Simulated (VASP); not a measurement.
Write the native input for VASP 6.6.1 that does the following.

- Task: single point
- Functional: PBEsol
- Potentials or basis: VASP PAW PBE potentials, release 64 (Mg, B)
- Cutoff: 520 eV
- k mesh: 15 × 15 × 12
- Occupations: gaussian, width 0.1 eV
- Spin: no spin polarisation
- Dipole correction: no
- Further INCAR settings: ALGO = Normal; EDIFF = 1e-06; NBANDS = 11

The structure of MgB2 lies in POSCAR:

```
MgB2
1.0
    3.2574213950      0.0000000000      0.0000000000
   -1.6287106975      2.8210096788      0.0000000000
    0.0000000000      0.0000000000      3.4028304700
Mg B
1 2
Direct
    0.0000000000      0.0000000000      0.0000000000
    0.3333333333      0.6666666667      0.5000000000
    0.6666666667      0.3333333333      0.5000000000
```

This cell differs from its parent crystal: strained.

One way to write it, as run:

INCAR

```
PREC = Accurate
ENCUT = 520
EDIFF = 1E-6
ISMEAR = 0
SIGMA = 0.1
LREAL = False
LASPH = True
NELM = 80
ALGO = Normal
ISIF = 2
LWAVE = False
LCHARG = False
GGA = PS
NBANDS = 11
```

KPOINTS

```
Automatic mesh
0
Gamma
  15 15 12
```

Potentials or basis: VASP PAW PBE potentials, release 64 (Mg, B).

Command:

```bash
$ cat potpaw_PBE.64/Mg/POTCAR potpaw_PBE.64/B/POTCAR > POTCAR
$ mpirun -np 1 vasp_std > vasp.out
```

Results of the run:

```
Pressure               : -15.2 GPa
Band gap on the k mesh : zero (band 4 reaches 6.89 eV, above the bottom of band 5 at 2.64 eV)
```

Caveat: the cell differs from its parent crystal (strained); the PAW data sets were made with another functional, which shifts forces and pressure a little.

Wall time 31 s on 1 thread of Intel(R) Xeon(R) Platinum 8488C (Sapphire Rapids), on a shared host, peak memory 0.19 GiB.
